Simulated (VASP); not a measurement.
# NaI (I4/mmm) in VASP: a series of runs

NaI is run at these levels: r2SCAN; tasks: single point.

All numbers are computed with VASP 6.6.1; they aren't measurements. Logs are shortened: lines on timing, memory, paths and dates and some standing lists are left out, and cuts for length are marked.

### Step 1. The cell of the first run

Symmetry: I4/mmm, No. 139, tetragonal system. The conventional cell has a = 4.440 Å, b = 4.440 Å, c = 6.473 Å, α = 90.00°, β = 90.00°, γ = 90.00°. Within 4.1 Å of Na (site symmetry 4/mmm) lie 6 I at 3.14 to 3.24 Å. Within 4.1 Å of I (site symmetry 4/mmm) lie 6 Na at 3.14 to 3.24 Å.

### Step 2. Single point, r2SCAN (strain -0.030 along x and y, +0.000 along z)

Input file POSCAR:

```
NaI
1.0
    0.0000000000      3.1393080000      3.2364000000
    3.1393080000      0.0000000000      3.2364000000
    3.1393080000      3.1393080000      0.0000000000
Na I
1 1
Direct
    0.0000000000      0.0000000000      0.0000000000
    0.5000000000      0.5000000000      0.5000000000
```

Input file INCAR.step1:

```
PREC = Accurate
ENCUT = 520
ISMEAR = 0
SIGMA = 0.05
LREAL = F
LASPH = T
NELM = 80
NBANDS = 14
GGA = PE
ALGO = Normal
EDIFF = 1E-4
LWAVE = T
LCHARG = F
```

Input file INCAR.step2:

```
PREC = Accurate
ENCUT = 520
EDIFF = 1E-6
ISMEAR = 0
SIGMA = 0.05
LREAL = F
LASPH = T
NELM = 80
ALGO = Normal
ISIF = 2
LWAVE = F
LCHARG = F
METAGGA = R2SCAN
LMIXTAU = T
NBANDS = 14
ISTART = 1
```

Input file KPOINTS:

```
regular mesh
0
Gamma
  6 6 6
```

Potentials or basis: VASP PAW PBE potentials, release 64 (Na_pv, I).

Launch:

```bash
cat potpaw_PBE.64/Na_pv/POTCAR potpaw_PBE.64/I/POTCAR > POTCAR
cp INCAR.step1 INCAR
mpirun -np 1 vasp_std > vasp.out
cp INCAR.step2 INCAR
mpirun -np 1 vasp_std > vasp.out
```

OUTCAR:

```text
PREC = Accurate
   ENCUT = 520
   EDIFF = 1E-6
   ISMEAR = 0
   LREAL = F
   LASPH = T
   NELM = 80
   ISIF = 2
   METAGGA = R2SCAN
   ISTART = 1

 ion  position               nearest neighbor table
   1  0.000  0.000  0.000-   2 3.14   2 3.14   2 3.14   2 3.14
   2  0.500  0.500  0.500-   1 3.14   1 3.14   1 3.14   1 3.14

  LATTYP: Found a body centered tetragonal cell.
 ALAT       =     4.4396519501
 C/A-ratio  =     1.4579521262

  Lattice vectors:

 A1 = (  -3.1393080000,   0.0000000000,   3.2364000000)
 A2 = (   3.1393080000,   0.0000000000,   3.2364000000)
 A3 = (   0.0000000000,   3.1393080000,  -3.2364000000)

Analysis of symmetry for initial positions (statically):
=====================================================================
 Subroutine PRICEL returns:
 Original cell was already a primitive cell.

 Routine SETGRP: Setting up the symmetry group for a
 body centered tetragonal supercell.

 Subroutine GETGRP returns: Found 16 space group operations
 (whereof 16 operations were pure point group operations)
 out of a pool of 16 trial point group operations.

The static configuration has the point symmetry D_4h.

Analysis of symmetry for dynamics (positions and initial velocities):
=====================================================================
 Subroutine PRICEL returns:
 Original cell was already a primitive cell.

 Routine SETGRP: Setting up the symmetry group for a
 body centered tetragonal supercell.

 Subroutine GETGRP returns: Found 16 space group operations
 (whereof 16 operations were pure point group operations)
 out of a pool of 16 trial point group operations.

The dynamic configuration has the point symmetry D_4h.

 Subroutine INISYM returns: Found 16 space group operations
 (whereof 16 operations are pure point group operations),
 and found     1 'primitive' translations

----------------------------------------------------------------------------------------

                                     Primitive cell

  volume of cell :      63.7911

  direct lattice vectors                    reciprocal lattice vectors
     0.000000000  3.139308000  3.236400000    -0.159270769  0.159270769  0.154492646
     3.139308000  0.000000000  3.236400000     0.159270769 -0.159270769  0.154492646
     3.139308000  3.139308000  0.000000000     0.159270769  0.159270769 -0.154492646

  length of vectors
     4.508829081  4.508829081  4.439651950     0.273134278  0.273134278  0.273134278

  position of ions in fractional coordinates (direct lattice)
     0.000000000  0.000000000  0.000000000
     0.500000000  0.500000000  0.500000000

  ion indices of the primitive-cell ions
   primitive index   ion index
                 1           1
                 2           2

----------------------------------------------------------------------------------------

 KPOINTS: regular mesh

Automatic generation of k-mesh.
 Grid dimensions read from file:
 generate k-points for:    6    6    6

 Generating k-lattice:

  Cartesian coordinates                     Fractional coordinates (reciprocal lattice)
    -0.026545128  0.026545128  0.025748774     0.166666667  0.000000000  0.000000000
     0.026545128 -0.026545128  0.025748774     0.000000000  0.166666667  0.000000000
     0.026545128  0.026545128 -0.025748774    -0.000000000 -0.000000000  0.166666667

  Length of vectors
     0.045522380  0.045522380  0.045522380

  Shift w.r.t. Gamma in fractional coordinates (k-lattice)
     0.000000000  0.000000000  0.000000000

 Subroutine IBZKPT returns following result:
 ===========================================

 Found     30 irreducible k-points:

 Following reciprocal coordinates:
            Coordinates               Weight
  0.000000  0.000000  0.000000      1.000000
  0.166667  0.000000  0.000000      8.000000
  0.333333  0.000000  0.000000      8.000000
  0.500000  0.000000  0.000000      4.000000
  0.166667  0.166667  0.000000      2.000000
  0.333333  0.166667  0.000000      8.000000
[... 16 lines left out ...]
  0.333333  0.000000  0.333333      4.000000
  0.500000  0.000000  0.333333     16.000000
 [... further k-points ...]
   k-points           NKPTS =     30   k-points in BZ     NKDIM =     30   number of bands    NBANDS=     14
   number of dos      NEDOS =    301   number of ions     NIONS =      2
   total plane-waves  NPLWV =  46656
   dimension x,y,z NGX =    36 NGY =   36 NGZ =   36
   dimension x,y,z NGXF=    72 NGYF=   72 NGZF=   72
   ions per type =               1   1
   NGX,Y,Z   is equivalent  to a cutoff of  13.27, 13.27, 13.48 a.u.
   NGXF,Y,Z  is equivalent  to a cutoff of  26.55, 26.55, 26.96 a.u.
 SYSTEM =  unknown system
   PREC   = accura    normal or accurate (medium, high low for compatibility)
   ISTART =      1    job   : 0-new  1-cont  2-samecut
   ICHARG =      0    charge: 1-file 2-atom 10-const
   ISPIN  =      1    spin polarized calculation?
   LNONCOLLINEAR =      F non collinear calculations
   LSORBIT =      F    spin-orbit coupling
   LASPH  =      T    aspherical Exc in radial PAW
   ENCUT  =  520.0 eV  38.22 Ry    6.18 a.u.   8.38  8.38  8.25*2*pi/ulx,y,z
   NELM   =     80;   NELMIN=  2; NELMDL=  0     # of ELM steps
   EDIFF  = 0.1E-05   stopping-criterion for ELM
   LREAL  =      F    real-space projection
   EDIFFG = 0.1E-04   stopping-criterion for IOM
   NSW    =      0    number of steps for IOM
   IBRION =     -1    ionic relax: 0-MD 1-quasi-New 2-CG
   NFREE  =      0    steps in history (QN), initial steepest desc. (CG)
   ISIF   =      2    stress and relaxation
   ISYM   =      2    0-nonsym 1-usesym 2-fastsym
   POTIM  = 0.5000    time-step for ionic-motion
   TEBEG  =    0.0;   TEEND  =   0.0 temperature during run
   PSTRESS=    0.0 pullay stress
   NELECT =      14.0000    total number of electrons
   NUPDOWN=      -1.0000    fix difference up-down
   EMIN   =  10.00;   EMAX   =-10.00  energy-range for DOS
   EFERMI =   0.00;   METHOD = LEGACY
   ISMEAR =     0;   SIGMA  =   0.05  broadening in eV -4-tet -1-fermi 0-gaus
   EFERMI_NEDOS =   21; number of points for ismear=-14 and -15
   IALGO  =     38    algorithm
   IMIX   =      4    mixing-type and parameters
     AMIX     =   0.40;   BMIX     =  1.00
     AMIX_MAG =   1.60;   BMIX_MAG =  1.00
  volume/ion in A,a.u.               =      31.90       215.24
  Fermi-wavevector in a.u.,A,eV,Ry     =   0.987486  1.866077 13.267423  0.975128
  Thomas-Fermi vector in A             =   2.118943
   LORBIT       =      0    0 simple, 1 ext, 2 COOP (PROOUT), +10 PAW based schemes
   METAGGA = R2SCAN    functional components
   LHFCALC =     F    Hartree Fock is set to
   AEXX    =    0.0000 exact exchange contribution
   IVDW    =     0    specifies the selected vdW correction
   LEPSILON=     F    determine dielectric tensor
   LRPA    =     F    only Hartree local field effects (RPA)
 non-spin polarized calculation
 Gauss-broadening in eV      SIGMA  =   0.05
  energy-cutoff  :      520.00
  volume of cell :       63.79
 maximum number of plane-waves:      1745
 NGX is ok and might be reduce to    36
   NGX = 17   NGY = 17   NGZ = 17

 number of electron      14.0000008 magnetization

 Free energy of the ion-electron system (eV)
  ---------------------------------------------------
  ext. energy  EPLUGINS =         0.00000000
  ---------------------------------------------------
  free energy    TOTEN  =       -31.07225939 eV

  energy without entropy =      -31.07225939  energy(sigma->0) =      -31.07225939

 E-fermi :   1.1560     XC(G=0):  -8.3317

 val. band max:        0.9406440880   @ k =   0.0000   0.0000   0.0000
 cond. band min:       5.5572043931   @ k =   0.0000   0.0000   0.0000
 fundamental gap:      4.6165603051
 Fermi energy:         1.1560442227

 k-point     1 :       0.0000    0.0000    0.0000
  band No.  band energies     occupation
      1     -22.2743      2.00000
      2     -22.2729      2.00000
      3     -22.2727      2.00000
      4     -10.5965      2.00000
      5       0.9116      2.00000
      6       0.9116      2.00000
      7       0.9406      2.00000
      8       5.5572      0.00000
      9       9.2557      0.00000
     10       9.4637      0.00000
     11       9.4637      0.00000
     12      11.1618      0.00000
     13      11.5219      0.00000
     14      12.1044      0.00000

 k-point     2 :       0.1667    0.0000    0.0000
  band No.  band energies     occupation
      1     -22.2753      2.00000
      2     -22.2736      2.00000
      3     -22.2729      2.00000
      4     -10.5035      2.00000
      5       0.1363      2.00000
      6       0.8291      2.00000
      7       0.8322      2.00000
      8       6.3611      0.00000
      9       8.9682      0.00000
     10       9.5416      0.00000
     11       9.7317      0.00000
     12      10.7940      0.00000
     13      11.0054      0.00000
     14      12.8529      0.00000

 k-point     3 :       0.3333    0.0000    0.0000
  band No.  band energies     occupation
      1     -22.2785      2.00000
      2     -22.2741      2.00000
      3     -22.2730      2.00000
      4     -10.3041      2.00000
      5      -1.0147      2.00000
      6       0.6392      2.00000
      7       0.6836      2.00000
      8       6.7446      0.00000
      9       9.1652      0.00000
     10       9.4297      0.00000
     11      10.0441      0.00000
     12      11.9904      0.00000
     13      11.9908      0.00000
     14      12.1557      0.00000
[... 324 lines left out ...]
 k-point    23 :       0.3333    0.0000    0.3333
  band No.  band energies     occupation
      1     -22.2770      2.00000
      2     -22.2757      2.00000
      3     -22.2747      2.00000
      4     -10.2154      2.00000
      5      -0.8600      2.00000
      6       0.1831      2.00000
      7       0.2931      2.00000
      8       6.8259      0.00000
      9       7.2019      0.00000
     10      10.2881      0.00000
     11      11.6951      0.00000
     12      11.9922      0.00000
     13      12.5343      0.00000
     14      16.1993      0.00000

 k-point    24 :       0.5000    0.0000    0.3333
  band No.  band energies     occupation
      1     -22.2778      2.00000
      2     -22.2760      2.00000
      3     -22.2752      2.00000
      4     -10.1155      2.00000
      5      -1.0698      2.00000
      6      -0.1821      2.00000
      7       0.1725      2.00000
      8       6.6942      0.00000
      9       7.5558      0.00000
     10      10.5210      0.00000
     11      11.3426      0.00000
     12      13.0659      0.00000
     13      14.2534      0.00000
     14      15.2407      0.00000

 [... further k-points ...]

------------------------ aborting loop because EDIFF is reached ----------------------------------------

  FORCE on cell =-STRESS in cart. coord.  units (eV):
  Direction    XX          YY          ZZ          XY          YZ          ZX
  --------------------------------------------------------------------------------------
  -------------------------------------------------------------------------------------
  Total        0.5583532      0.5583532      0.1372142      0.0000000      0.0000000     -0.0000000
  in kB       14.0236020     14.0236020      3.4462734      0.0000000      0.0000000     -0.0000000
  external PRESSURE =      10.4978258 kB  Pullay stress =       0.0000000 kB

 VOLUME and BASIS-vectors are now :
 -----------------------------------------------------------------------------
  energy-cutoff  :      520.00
  volume of cell :       63.79
      direct lattice vectors                 reciprocal lattice vectors
     0.000000000  3.139308000  3.236400000    -0.159270769  0.159270769  0.154492646
     3.139308000  0.000000000  3.236400000     0.159270769 -0.159270769  0.154492646
     3.139308000  3.139308000  0.000000000     0.159270769  0.159270769 -0.154492646

 POSITION                                       TOTAL-FORCE (eV/Angst)
 -----------------------------------------------------------------------------------
      0.00000      0.00000      0.00000         0.000000     -0.000000      0.000000
      3.13931      3.13931      3.23640        -0.000000      0.000000      0.000000
 -----------------------------------------------------------------------------------
    total drift:                                0.000000      0.000000      0.000000

  FREE ENERGIE OF THE ION-ELECTRON SYSTEM (eV)
  ---------------------------------------------------
  free  energy   TOTEN  =       -31.0722593856 eV

  energy  without entropy=      -31.0722593856  energy(sigma->0) =      -31.07225939
```

Run time: 45 s. Hardware: 1 thread of Intel Xeon 6975P-C (Granite Rapids), shared host; peak memory 0.21 GiB.

What came out:

```yaml
Free_energy: -31.0723 eV
Pressure: 1.0 GPa
Band_gap_on_the_k_mesh: 4.62 eV
```

Levels at points of the mesh, in eV from the valence-band top:
| k point | band 4 | band 5 | band 6 | band 7 | band 8 | band 9 | band 10 | band 11 |
| --- | --- | --- | --- | --- | --- | --- | --- | --- |
| (0.00, 0.00, 0.00) | -11.54 | -0.03 | -0.03 | 0.00 | 4.62 | 8.32 | 8.52 | 8.52 |
| (0.50, 0.00, 0.00) | -11.14 | -2.43 | -0.39 | -0.33 | 5.69 | 7.98 | 8.23 | 10.24 |
| (0.50, 0.50, 0.00) | -11.07 | -2.17 | -0.81 | -0.81 | 5.29 | 5.95 | 10.99 | 12.34 |
| (0.50, 0.00, 0.50) | -11.03 | -2.16 | -0.96 | -0.83 | 5.23 | 5.86 | 11.20 | 12.33 |

Caveat: the cell differs from its parent crystal (strain -0.030 along x and y, +0.000 along z); the PAW data sets were made with another functional, which shifts forces and pressure a little; spin-orbit coupling is left out, which moves the levels of the heavy elements.

(Continued in part 2 of 2.)
